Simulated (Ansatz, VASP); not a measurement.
# Li2SiN3: VASP beside Ansatz

INCAR

```
PREC = Accurate
ENCUT = 520
EDIFF = 1E-6
ISMEAR = 0
SIGMA = 0.2
LREAL = False
LASPH = True
NELM = 80
ALGO = Normal
ISIF = 2
LWAVE = False
LCHARG = True
GGA = PE
LELF = True
LVHAR = True
NBANDS = 37
```

Contents of KPOINTS:

```
regular mesh
0
Gamma
  6 6 4
```

Contents of POSCAR:

```
Li2SiN3
1.0
    2.9083355506     -4.3602278711      0.0054395198
    2.9083355506      4.3602278711      0.0054395198
   -2.4070427684      0.0000000000      4.9637927826
Li Si N
4 2 6
Direct
    0.8156107799      0.2010803080      0.5141317547
    0.2010803080      0.8156107799      0.0141317547
    0.4848198968      0.4465039611      0.9319470724
    0.4465039611      0.4848198968      0.4319470724
    0.8932011201      0.0874014485      0.9917993063
    0.0874014485      0.8932011201      0.4917993063
    0.4426594647      0.8966358300      0.5946314743
    0.8966358300      0.4426594647      0.0946314743
    0.0795457294      0.0829570927      0.7823170995
    0.0829570927      0.0795457294      0.2823170995
    0.5107319267      0.8088524420      0.8101732929
    0.8088524420      0.5107319267      0.3101732929
```

Input for Ansatz:

```yaml
crystal:
  lattice:
    - [2.9083355506, -4.3602278711, 0.0054395198]
    - [2.9083355506, 4.3602278711, 0.0054395198]
    - [-2.4070427684, 0.0, 4.9637927826]
  atoms:
    - { symbol: Li, position: [0.8156107799, 0.201080308, 0.5141317547] }
    - { symbol: Li, position: [0.201080308, 0.8156107799, 0.0141317547] }
    - { symbol: Li, position: [0.4848198968, 0.4465039611, 0.9319470724] }
    - { symbol: Li, position: [0.4465039611, 0.4848198968, 0.4319470724] }
    - { symbol: Si, position: [0.8932011201, 0.0874014485, 0.9917993063] }
    - { symbol: Si, position: [0.0874014485, 0.8932011201, 0.4917993063] }
    - { symbol: "N", position: [0.4426594647, 0.89663583, 0.5946314743] }
    - { symbol: "N", position: [0.89663583, 0.4426594647, 0.0946314743] }
    - { symbol: "N", position: [0.0795457294, 0.0829570927, 0.7823170995] }
    - { symbol: "N", position: [0.0829570927, 0.0795457294, 0.2823170995] }
    - { symbol: "N", position: [0.5107319267, 0.808852442, 0.8101732929] }
    - { symbol: "N", position: [0.808852442, 0.5107319267, 0.3101732929] }
basis:
  ecutwfc: 420
kpoints:
  mp_grid: { grid: [6, 6, 4] }
hamiltonian:
  xc: pbe
scf:
  occupations: { method: gaussian, width: 0.2 }
  lower_state_search: "off"
output:
  forces: true
  stress: true
  eigenvalues: true
```

Alike in both runs: task single point; functional PBE; k mesh 6 × 6 × 4; occupations gaussian, width 0.2 eV; no spin polarisation.

|  | VASP | Ansatz |
| --- | --- | --- |
| version | VASP 6.6.1 | Ansatz 0.2.0 |
| potentials or method | VASP PAW PBE potentials, release 64 (Li_sv, Si, N), cutoff 520 eV | scalar-relativistic, plane waves, PAW |
| valence electrons in the cell | 50 | 50 |

```csv
,VASP,Ansatz,Ansatz less VASP
gap on the k mesh at the Fermi level (eV),none,none,-
rms of the force components (eV/Å),0.051,0.024,-0.0269
```

Atom by atom the forces differ by 0.034 eV/Å (rms over components). A gap of «none» marks a metal or a gap that the smearing closes. The functional is the same, so the differences come from potentials, cutoffs and numerics.

Noted on VASP's run: the cutoff is short for stress, so the pressure is rough.
